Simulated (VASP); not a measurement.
# Cd2Se (F-43m) in VASP: notebook, part 2 of 2

VASP 6.6.1. The steps go on from the part before.

**4. Relaxation of cell and atoms, PBE**

This run uses another cell than the first one, of 27.79 Å³/atom, 1.051 times its volume.

File INCAR:

```
SYSTEM = Cd2Se
PREC     = Accurate       ! precision mode
ENCUT    = 600            ! plane-wave cutoff, eV
EDIFF    = 1E-6           ! SCF threshold, eV
ISMEAR   = 0              ! smearing method
SIGMA    = 0.1            ! smearing width, eV
LREAL    = .FALSE.        ! projectors in reciprocal space
LASPH    = .TRUE.         ! aspherical terms in the spheres
NELM     = 60             ! most SCF steps
ALGO     = Normal         ! electronic algorithm
ISIF     = 3              ! what is computed and relaxed
LWAVE    = .FALSE.        ! write WAVECAR
LCHARG   = .FALSE.        ! write CHGCAR
GGA      = PE             ! functional
IBRION   = 2              ! ionic algorithm
NSW      = 90             ! ionic steps
EDIFFG   = -0.04          ! ionic threshold
```

File KPOINTS:

```
Automatic mesh
0
G
  4 4 4
  0 0 0
```

File POSCAR:

```
Cd2Se
1.0
    0.0000000000      3.4672114300      3.4672114300
    3.4672114300      0.0000000000      3.4672114300
    3.4672114300      3.4672114300      0.0000000000
Cd Se
2 1
Direct
    0.0000000000      0.0000000000      0.0000000000
    0.2500000000      0.2500000000      0.2500000000
    0.5000000000      0.5000000000      0.5000000000
```

Potentials or basis: VASP PAW PBE potentials, release 64 (Cd, Se).

Started as:

```bash
> cat potpaw_PBE.64/Cd/POTCAR potpaw_PBE.64/Se/POTCAR > POTCAR
> mpirun -np 1 vasp_std > vasp.out
```

OUTCAR:

```text
SYSTEM = Cd2Se
   PREC = Accurate
   ENCUT = 600
   EDIFF = 1E-6
   ISMEAR = 0
   LREAL = .FALSE.
   LASPH = .TRUE.
   NELM = 60
   ISIF = 3
   GGA = PE
   IBRION = 2
   NSW = 90
   EDIFFG = -0.04

 ion  position               nearest neighbor table
   1  0.000  0.000  0.000-   2 3.00   2 3.00   2 3.00   2 3.00
   2  0.250  0.250  0.250-   1 3.00   1 3.00   1 3.00   1 3.00   3 3.00   3 3.00   3 3.00   3 3.00

   3  0.500  0.500  0.500-   2 3.00   2 3.00   2 3.00   2 3.00

[... 402 lines left out ...]
  Direction    XX          YY          ZZ          XY          YZ          ZX
  --------------------------------------------------------------------------------------
  -------------------------------------------------------------------------------------
  Total       -0.0738593     -0.0738593     -0.0738593      0.0000000     -0.0000000      0.0000000
  in kB       -1.4835513     -1.4835513     -1.4835513      0.0000000     -0.0000000      0.0000000
  external PRESSURE =      -1.4835513 kB  Pullay stress =       0.0000000 kB

 VOLUME and BASIS-vectors are now :
 -----------------------------------------------------------------------------
  energy-cutoff  :      600.00
  volume of cell :       79.77
      direct lattice vectors                 reciprocal lattice vectors
    -0.000000000  3.416602043  3.416602043    -0.146344231  0.146344231  0.146344231
     3.416602043 -0.000000000  3.416602043     0.146344231 -0.146344231  0.146344231
     3.416602043  3.416602043 -0.000000000     0.146344231  0.146344231 -0.146344231

 POSITION                                       TOTAL-FORCE (eV/Angst)
 -----------------------------------------------------------------------------------
      3.41660     -0.00000      3.41660         0.000000     -0.000000     -0.000000
      1.70830      1.70830      1.70830         0.000000      0.000000      0.000000
      3.41660      3.41660      3.41660        -0.000000      0.000000      0.000000
 -----------------------------------------------------------------------------------
    total drift:                               -0.000000     -0.000000     -0.000000

  FREE ENERGIE OF THE ION-ELECTRON SYSTEM (eV)
  ---------------------------------------------------
  free  energy   TOTEN  =        -5.1572464543 eV

  energy  without entropy=       -5.1534100967  energy(sigma->0) =       -5.15532828

 reached required accuracy - stopping structural energy minimisation
```

OSZICAR:

```text
N       E                     dE             d eps       ncg     rms          rms(c)
DAV:   1     0.223422440313E+03    0.22342E+03   -0.16761E+04   304   0.165E+03
DAV:   2     0.535775403646E+01   -0.21806E+03   -0.21069E+03   319   0.373E+02
DAV:   3    -0.547286752431E+01   -0.10831E+02   -0.10651E+02   348   0.829E+01
[... 15 lines left out ...]
DAV:   5    -0.515719201090E+01    0.50855E-03   -0.82058E-04   313   0.279E-01    0.491E-02
DAV:   6    -0.515722865268E+01   -0.36642E-04   -0.63283E-05   321   0.817E-02    0.300E-02
DAV:   7    -0.515724430016E+01   -0.15647E-04   -0.13598E-05   313   0.324E-02    0.559E-03
DAV:   8    -0.515724571817E+01   -0.14180E-05   -0.13899E-06   212   0.136E-02    0.243E-03
DAV:   9    -0.515724645426E+01   -0.73609E-06   -0.61894E-07   222   0.505E-03
   2 F= -.51572465E+01 E0= -.51553283E+01  d E =-.220652E-01
```

CONTCAR:

```text
Cd2Se
   1.00000000000000
    -0.0000000000000000    3.4166020432282904    3.4166020432282904
     3.4166020432282904   -0.0000000000000000    3.4166020432282904
     3.4166020432282904    3.4166020432282904   -0.0000000000000000
  Cd              Se
     2     1
Direct
     0.0000000000000000    1.0000000000000000    0.0000000000000000
     0.2500000000000000    0.2500000000000000    0.2500000000000000
     0.5000000000000000    0.5000000000000000    0.5000000000000000

  0.00000000E+00  0.00000000E+00  0.00000000E+00
  0.00000000E+00  0.00000000E+00  0.00000000E+00
  0.00000000E+00  0.00000000E+00  0.00000000E+00
```

It took 23 s on 1 thread of Intel Xeon Platinum 8488C (Sapphire Rapids), shared host; peak memory 0.24 GiB.

What came out:

| Item | Value |
| --- | --- |
| Free energy | -5.1572 eV |
| Relaxed volume | 26.59 Å³/atom |
| Relaxed cell | a = 4.832 Å, b = 4.832 Å, c = 4.832 Å, α = 60.00°, β = 60.00°, γ = 60.00° |
| Space group after relaxing (to 0.05 Å) | F-43m (No. 216) |
| Energy gained by relaxing | 7.4 meV/atom |
| Ionic steps | 2 |
| Pressure after relaxing | -0.1 GPa |
| Band gap on the k mesh | 0.26 eV, direct |

The path:
| step | energy change (eV) | largest force (eV/Å) | pressure (GPa) | volume (Å³) |
| --- | --- | --- | --- | --- |
| 1 | 0.0000 | 0.0000 | -1.74 | 83.36 |
| 2 | -0.0221 | 0.0000 | -0.15 | 79.77 |

Final structure:
```
Cd Se
1.0
     0.00000    3.41660    3.41660
     3.41660    0.00000    3.41660
     3.41660    3.41660    0.00000
Cd Se
2 1
Direct
  0.00000 0.00000 0.00000
  0.25000 0.25000 0.25000
  0.50000 0.50000 0.50000
```

Levels at points of the mesh, in eV from the valence-band top:
| k point | band 12 | band 13 | band 14 | band 15 | band 16 | band 17 | band 18 | band 19 |
| --- | --- | --- | --- | --- | --- | --- | --- | --- |
| (0.00, 0.00, 0.00) | -4.29 | -1.93 | -1.93 | -1.93 | 3.27 | 3.27 | 3.27 | 4.28 |
| (0.50, 0.00, 0.00) | -5.71 | -2.14 | -2.14 | -1.27 | 0.99 | 2.23 | 2.23 | 5.42 |
| (0.50, 0.50, 0.00) | -5.07 | -3.25 | -3.25 | -2.56 | 1.16 | 4.45 | 4.46 | 4.46 |

A k mesh can miss the band edges.

**5. Single point, PBE**

This run uses another cell than the first one, of 26.72 Å³/atom, 1.011 times its volume.

File INCAR:

```
  ALGO = Normal
  EDIFF = 1E-7
  ENCUT = 520
  GGA = PE
  ISIF = 2
  ISMEAR = 0
  LASPH = T
  LCHARG = F
  LREAL = F
  LWAVE = F
  NBANDS = 22
  NELM = 100
  PREC = Accurate
  SIGMA = 0.01
```

File KPOINTS:

```
k-points
0
Gamma
  10 10 10
```

File POSCAR:

```
Cd2Se
1.0
    0.0000000000      3.4221305148      3.4221305148
    3.4221305148      0.0000000000      3.4221305148
    3.4221305148      3.4221305148      0.0000000000
Cd Se
2 1
Direct
    0.0000000000      0.0000000000      0.0000000000
    0.7500000000      0.7500000000      0.7500000000
    0.5000000000      0.5000000000      0.5000000000
```

Started as:

```bash
> cat potpaw_PBE.64/Cd/POTCAR potpaw_PBE.64/Se/POTCAR > POTCAR
> mpirun -np 1 vasp_std > vasp.out
```

Wall time 48 s (1 thread of Intel Xeon Platinum 8488C (Sapphire Rapids), shared host); peak memory 0.24 GiB.

The run converged. Its results:

```
Free energy            : -5.1478 eV
Pressure               : 0.2 GPa
Band gap on the k mesh : 0.40 eV, indirect (least direct gap 0.45 eV)
```

Levels at points of the mesh, in eV from the valence-band top:
| k point | band 12 | band 13 | band 14 | band 15 | band 16 | band 17 | band 18 | band 19 |
| --- | --- | --- | --- | --- | --- | --- | --- | --- |
| (0.00, 0.00, 0.00) | -4.21 | -1.83 | -1.83 | -1.83 | 3.33 | 3.33 | 3.33 | 4.31 |
| (0.50, 0.00, 0.00) | -5.61 | -2.04 | -2.04 | -1.20 | 1.07 | 2.31 | 2.31 | 5.47 |
| (0.50, 0.50, 0.00) | -4.98 | -3.15 | -3.15 | -2.48 | 1.23 | 4.53 | 4.53 | 4.53 |

**6. Relaxation of cell and atoms, PBE**

File INCAR:

```
ALGO     = Normal         # electronic algorithm
EDIFF    = 1E-6           # SCF threshold, eV
EDIFFG   = -0.01          # ionic threshold
ENCUT    = 600            # plane-wave cutoff, eV
GGA      = PE             # functional
IBRION   = 2              # ionic algorithm
ISIF     = 3              # what is computed and relaxed
ISMEAR   = 0              # smearing method
LASPH    = True           # aspherical terms in the spheres
LCHARG   = False          # write CHGCAR
LREAL    = False          # projectors in reciprocal space
LWAVE    = False          # write WAVECAR
NELM     = 100            # most SCF steps
NSW      = 100            # ionic steps
PREC     = Accurate       # precision mode
SIGMA    = 0.01           # smearing width, eV
```

KPOINTS is that of step 5.

File POSCAR:

```
Cd2Se
1.0
    0.0000000000      3.4101120962      3.4101120962
    3.4101120962      0.0000000000      3.4101120962
    3.4101120962      3.4101120962      0.0000000000
Cd Se
2 1
Direct
    0.0000000000      0.0000000000      0.0000000000
    0.7500000000      0.7500000000      0.7500000000
    0.5000000000      0.5000000000      0.5000000000
```

Potentials or basis: VASP PAW PBE potentials, release 64 (Cd, Se).

Started as:

```bash
> cat potpaw_PBE.64/Cd/POTCAR potpaw_PBE.64/Se/POTCAR > POTCAR
> mpirun -np 1 vasp_std > vasp.out
```

OUTCAR:

```text
EDIFF = 1E-6
   EDIFFG = -0.01
   ENCUT = 600
   GGA = PE
   IBRION = 2
   ISIF = 3
   ISMEAR = 0
   LASPH = True
   LREAL = False
   NELM = 100
   NSW = 100
   PREC = Accurate

 ion  position               nearest neighbor table
   1  0.000  0.000  0.000-   2 2.95   2 2.95   2 2.95   2 2.95
   2  0.750  0.750  0.750-   3 2.95   3 2.95   3 2.95   1 2.95   1 2.95   1 2.95   3 2.95   1 2.95

   3  0.500  0.500  0.500-   2 2.95   2 2.95   2 2.95   2 2.95

  LATTYP: Found a face centered cubic cell.
 ALAT       =     6.8202241924

  Lattice vectors:

 A1 = (   0.0000000000,   3.4101120962,   3.4101120962)
 A2 = (   3.4101120962,   0.0000000000,   3.4101120962)
 A3 = (   3.4101120962,   3.4101120962,   0.0000000000)

Analysis of symmetry for initial positions (statically):
=====================================================================
 Subroutine PRICEL returns:
 Original cell was already a primitive cell.

 Routine SETGRP: Setting up the symmetry group for a
 face centered cubic supercell.

 Subroutine GETGRP returns: Found 24 space group operations
 (whereof 24 operations were pure point group operations)
 out of a pool of 48 trial point group operations.

The static configuration has the point symmetry T_d .

Analysis of symmetry for dynamics (positions and initial velocities):
=====================================================================
 Subroutine PRICEL returns:
 Original cell was already a primitive cell.

 Routine SETGRP: Setting up the symmetry group for a
 face centered cubic supercell.

 Subroutine GETGRP returns: Found 24 space group operations
 (whereof 24 operations were pure point group operations)
 out of a pool of 48 trial point group operations.

The dynamic configuration has the point symmetry T_d .

 Subroutine INISYM returns: Found 24 space group operations
 (whereof 24 operations are pure point group operations),
 and found     1 'primitive' translations

----------------------------------------------------------------------------------------

                                     Primitive cell

  volume of cell :      79.3115

  direct lattice vectors                    reciprocal lattice vectors
     0.000000000  3.410112096  3.410112096    -0.146622746  0.146622746  0.146622746
     3.410112096  0.000000000  3.410112096     0.146622746 -0.146622746  0.146622746
     3.410112096  3.410112096  0.000000000     0.146622746  0.146622746 -0.146622746

  length of vectors
     4.822626776  4.822626776  4.822626776     0.253958046  0.253958046  0.253958046

  position of ions in fractional coordinates (direct lattice)
     0.000000000  0.000000000  0.000000000
     0.750000000  0.750000000  0.750000000
     0.500000000  0.500000000  0.500000000

  ion indices of the primitive-cell ions
   primitive index   ion index
[... 98 lines left out ...]
  Thomas-Fermi vector in A             =   2.320183
   LORBIT       =      0    0 simple, 1 ext, 2 COOP (PROOUT), +10 PAW based schemes
   GGA     = PE    functional components
   LHFCALC =     F    Hartree Fock is set to
   AEXX    =    0.0000 exact exchange contribution
   IVDW    =     0    specifies the selected vdW correction
   LEPSILON=     F    determine dielectric tensor
   LRPA    =     F    only Hartree local field effects (RPA)
 conjugate gradient relaxation of ions
 non-spin polarized calculation
 Gauss-broadening in eV      SIGMA  =   0.01
  energy-cutoff  :      600.00
  volume of cell :       79.31
 maximum number of plane-waves:      2685
   NGX = 19   NGY = 19   NGZ = 19

--------------------------------------- Ionic step        1  -------------------------------------------

 number of electron      29.9999995 magnetization

 Free energy of the ion-electron system (eV)
  ---------------------------------------------------
  ext. energy  EPLUGINS =         0.00000000
  ---------------------------------------------------
  free energy    TOTEN  =        -5.14498774 eV

  energy without entropy =       -5.14498774  energy(sigma->0) =       -5.14498774

------------------------ aborting loop because EDIFF is reached ----------------------------------------

  FORCE on cell =-STRESS in cart. coord.  units (eV):
  Direction    XX          YY          ZZ          XY          YZ          ZX
  --------------------------------------------------------------------------------------
  -------------------------------------------------------------------------------------
  Total        0.2810258      0.2810258      0.2810258     -0.0000000     -0.0000000     -0.0000000
  in kB        5.6770255      5.6770255      5.6770255     -0.0000000     -0.0000000     -0.0000000
  external PRESSURE =       5.6770255 kB  Pullay stress =       0.0000000 kB

 VOLUME and BASIS-vectors are now :
 -----------------------------------------------------------------------------
  energy-cutoff  :      600.00
  volume of cell :       79.31
      direct lattice vectors                 reciprocal lattice vectors
     0.000000000  3.410112096  3.410112096    -0.146622746  0.146622746  0.146622746
     3.410112096  0.000000000  3.410112096     0.146622746 -0.146622746  0.146622746
     3.410112096  3.410112096  0.000000000     0.146622746  0.146622746 -0.146622746

 POSITION                                       TOTAL-FORCE (eV/Angst)
 -----------------------------------------------------------------------------------
      0.00000      0.00000      0.00000        -0.000000     -0.000000     -0.000000
      5.11517      5.11517      5.11517         0.000000      0.000000      0.000000
      3.41011      3.41011      3.41011         0.000000      0.000000      0.000000
 -----------------------------------------------------------------------------------
    total drift:                                0.000000      0.000000      0.000000

  FREE ENERGIE OF THE ION-ELECTRON SYSTEM (eV)
  ---------------------------------------------------
  free  energy   TOTEN  =        -5.1449877394 eV

  energy  without entropy=       -5.1449877394  energy(sigma->0) =       -5.14498774

--------------------------------------- Ionic step        2  -------------------------------------------

 number of electron      29.9999996 magnetization

 Free energy of the ion-electron system (eV)
  ---------------------------------------------------
  ext. energy  EPLUGINS =         0.00000000
  ---------------------------------------------------
  free energy    TOTEN  =        -5.14680933 eV

  energy without entropy =       -5.14680933  energy(sigma->0) =       -5.14680933

 E-fermi :   1.9854     XC(G=0):  -9.4882

 val. band max:        1.8922215009   @ k =  -0.3000   0.3000   0.1000
 cond. band min:       2.2925343450   @ k =  -0.4000   0.2000   0.1000
 fundamental gap:      0.4003128442
 Fermi energy:         1.9853533223

 k-point     1 :       0.0000    0.0000    0.0000
  band No.  band energies     occupation
      1     -11.1143      2.00000
      2      -7.0927      2.00000
      3      -7.0927      2.00000
      4      -7.0927      2.00000
      5      -6.9854      2.00000
      6      -6.9854      2.00000
[... 505 lines left out ...]
      6      -6.8199      2.00000
[... 11 lines left out ...]
     18       5.8060      0.00000
     19       6.3364      0.00000

 [... further k-points ...]
[... 5 lines left out ...]
  --------------------------------------------------------------------------------------
  -------------------------------------------------------------------------------------
  Total       -0.0089002     -0.0089002     -0.0089002     -0.0000000      0.0000000     -0.0000000
  in kB       -0.1773781     -0.1773781     -0.1773781     -0.0000000      0.0000000     -0.0000000
  external PRESSURE =      -0.1773781 kB  Pullay stress =       0.0000000 kB

 VOLUME and BASIS-vectors are now :
 -----------------------------------------------------------------------------
  energy-cutoff  :      600.00
  volume of cell :       80.39
      direct lattice vectors                 reciprocal lattice vectors
    -0.000000000  3.425522883  3.425522883    -0.145963118  0.145963118  0.145963118
     3.425522883  0.000000000  3.425522883     0.145963118 -0.145963118  0.145963118
     3.425522883  3.425522883 -0.000000000     0.145963118  0.145963118 -0.145963118

 POSITION                                       TOTAL-FORCE (eV/Angst)
 -----------------------------------------------------------------------------------
      6.85105      6.85105      6.85105         0.000000      0.000000      0.000000
      5.13828      5.13828      5.13828        -0.000000     -0.000000     -0.000000
      3.42552      3.42552      3.42552        -0.000000     -0.000000     -0.000000
 -----------------------------------------------------------------------------------
    total drift:                                0.000000      0.000000      0.000000

  FREE ENERGIE OF THE ION-ELECTRON SYSTEM (eV)
  ---------------------------------------------------
  free  energy   TOTEN  =        -5.1468093310 eV

  energy  without entropy=       -5.1468093310  energy(sigma->0) =       -5.14680933

 reached required accuracy - stopping structural energy minimisation
```

Run time: 84 s. Hardware: 1 thread of Intel Xeon Platinum 8488C (Sapphire Rapids), shared host; peak memory 0.29 GiB.

What came out:

| Property | Result |
| --- | --- |
| Free energy | -5.1468 eV |
| Relaxed volume | 26.80 Å³/atom |
| Relaxed cell | a = 4.844 Å, b = 4.844 Å, c = 4.844 Å, α = 60.00°, β = 60.00°, γ = 60.00° |
| Space group after relaxing (to 0.05 Å) | F-43m (No. 216) |
| Energy gained by relaxing | 0.6 meV/atom |
| Ionic steps | 2 |
| Pressure after relaxing | 0.0 GPa |
| Band gap on the k mesh | 0.40 eV, indirect (least direct gap 0.45 eV) |

The path:
```tsv
step	energy change (eV)	largest force (eV/Å)	pressure (GPa)	volume (Å³)
1	0.0000	0.0000	0.57	79.31
2	-0.0018	0.0000	-0.02	80.39
```

Final structure:
```
Cd Se
1.0
     0.00000    3.42552    3.42552
     3.42552    0.00000    3.42552
     3.42552    3.42552    0.00000
Cd Se
2 1
Direct
  0.00000 0.00000 0.00000
  0.75000 0.75000 0.75000
  0.50000 0.50000 0.50000
```

A k mesh can miss the band edges.

**7. Summary**

| task | cell | k mesh | cutoff (eV) | smearing | gap on the mesh (eV) | pressure (GPa) | relaxed volume (Å³/atom) |
| --- | --- | --- | --- | --- | --- | --- | --- |
| single point | a = 4.823 Å, angles 60.0°, 3 atoms | 4 × 4 × 4 | 520 | gaussian 0.1 eV | 0.27 | 0.2 | - |
| single point | a = 4.903 Å, angles 60.0°, 3 atoms | 4 × 4 × 4 | 520 | gaussian 0.1 eV | 0.21 | -1.7 | - |
| relaxation of cell and atoms | relaxed from a = 4.903 Å, angles 60.0°, 3 atoms | 4 × 4 × 4 | 600 | gaussian 0.1 eV | 0.26 | -0.1 | 26.59 |
| single point | a = 4.840 Å, angles 60.0°, 3 atoms | 10 × 10 × 10 | 520 | gaussian 0.01 eV | 0.40 | 0.2 | - |
| relaxation of cell and atoms | relaxed from a = 4.823 Å, angles 60.0°, 3 atoms | 10 × 10 × 10 | 600 | gaussian 0.01 eV | 0.40 | 0.0 | 26.80 |

Alike in all rows: level PBE; potentials or basis VASP PAW PBE potentials, release 64 (Cd, Se); no spin polarisation.

Absolute energies hang on the potentials; compare differences alone.
